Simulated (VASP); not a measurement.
Here is a VASP 6.6.1 calculation.

Contents of INCAR:

```
SYSTEM = Ge
PREC = Accurate ; ENCUT = 520
EDIFF = 1E-6 ; ISMEAR = -1
SIGMA = 0.2 ; LREAL = .False.
LASPH = .True. ; NELM = 60
ALGO = Normal ; ISIF = 2
LWAVE = .False. ; LCHARG = .False.
NBANDS = 36
```

KPOINTS

```
Automatic mesh
0
Gamma
  10 10 6
  0 0 0
```

File POSCAR:

```
Ge
1.0
    3.9975900000      0.0000000000      0.0000000000
   -1.9987900000      3.4620100000      0.0000000000
    0.0000000000      0.0000000000      6.5993800000
Ge
4
Direct
    0.6666666667      0.3333333333      0.0629000000
    0.3333333333      0.6666666667      0.5629000000
    0.6666666667      0.3333333333      0.4371000000
    0.3333333333      0.6666666667      0.9371000000
```

Potentials or basis: VASP PAW LDA potentials, release 64 (Ge_d).

Launch:

```sh
$ cat potpaw_LDA.64/Ge_d/POTCAR > POTCAR
$ mpirun -np 1 vasp_std > vasp.out
```

Q: Predict the band gap on the k mesh.

A: Zero (filled and empty bands touch).

Q: What does it give for the largest force?

A: 0.016 eV/Å.

Q: Predict the pressure.

A: -1.8 GPa.

Forces in eV/Å, atoms in the order of the input:
```
Ge   0.000  0.000  0.016
Ge   0.000  0.000  0.016
Ge   0.000  0.000 -0.016
Ge   0.000  0.000 -0.016
```

Caveat: semilocal functionals underestimate gaps, and a narrow one can read as zero.
